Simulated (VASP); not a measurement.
The system is Cs2Cd.

```
Cs Cd
1.0
     0.00000    4.13452    4.13452
     4.13452    0.00000    4.13452
     4.13452    4.13452    0.00000
Cs Cd
2 1
Direct
  0.25000 0.25000 0.25000
  0.75000 0.75000 0.75000
  0.50000 0.50000 0.50000
```

The cell was generated, and may not be a known phase.

```yaml
Program: VASP 6.6.1
Task: relaxation of cell and atoms
Functional: PBE
Potentials_or_basis: VASP PAW PBE potentials, release 64 (Cs_sv, Cd_sv_GW)
Cutoff: 630 eV
k_mesh: 4 × 4 × 4
Occupations: gaussian, width 0.1 eV
Spin: no spin polarisation
```

At the start: pressure 4.0 GPa; volume 47.12 Å³/atom.

Task: How do energy, volume and symmetry change on relaxing?

Result: Over 4 steps the energy falls by 196.2 meV/atom and the volume is 67.31 Å³/atom (+42.9 %); space group Fm-3m (No. 225, to 0.1 Å) before and after.

The path:
```
step  energy change (eV)  largest force (eV/Å)  pressure (GPa)  volume (Å³)
   1              0.0000                0.0000            3.99       141.35
   2             -0.4280                0.0000            1.61       166.76
   3             -0.5760                0.0000            0.37       192.27
   4             -0.5886                0.0000            0.07       201.93
```

Final structure:
```yaml
crystal:
  lattice:
    - [0.00000, 4.65650, 4.65650]
    - [4.65650, 0.00000, 4.65650]
    - [4.65650, 4.65650, 0.00000]
  atoms:
    - { symbol: Cs, position: [0.25000, 0.25000, 0.25000] }
    - { symbol: Cs, position: [0.75000, 0.75000, 0.75000] }
    - { symbol: Cd, position: [0.50000, 0.50000, 0.50000] }
```

Caveat: the volume moved by over 15 % at a fixed basis, so the end points are rough.
